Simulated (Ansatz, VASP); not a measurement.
**Pt: VASP beside Ansatz**

```xyz
1
Lattice="0.0000 1.9486 1.9486 1.9486 0.0000 1.9486 1.9486 1.9486 0.0000" Properties=species:S:1:pos:R:3 pbc="T T T"
Pt    0.0000    0.0000    0.0000
```

Alike in both runs: functional LDA; k mesh 26 × 26 × 26; occupations fermi-dirac, width 0.15 eV; no spin polarisation.

Ansatz relaxed the structure, and its values are those at the end. VASP's run is a single point on that final structure, the one shown.

```csv
,VASP,Ansatz
version,VASP 6.6.1,Ansatz 0.2.0
potentials or method,"VASP PAW LDA potentials, release 64 (Pt), cutoff 520 eV","scalar-relativistic, plane waves, PAW"
valence electrons in the cell,10,18
```

```csv
,VASP,Ansatz,Ansatz less VASP
gap on the k mesh at the Fermi level (eV),none,none,-
pressure (GPa),0.8,0.0,-0.78
```

Ansatz warns that its potentials were made for another functional, while VASP's fit it. LDA's correlation is that of Perdew and Zunger in VASP and of Perdew and Wang (1992) in Ansatz. A gap of «none» marks a metal or a gap that the smearing closes. VASP's potentials hold 10 valence electrons a cell and Ansatz's 18, so a difference there can come from the potentials and not from the codes.

Spin-orbit coupling is off throughout.
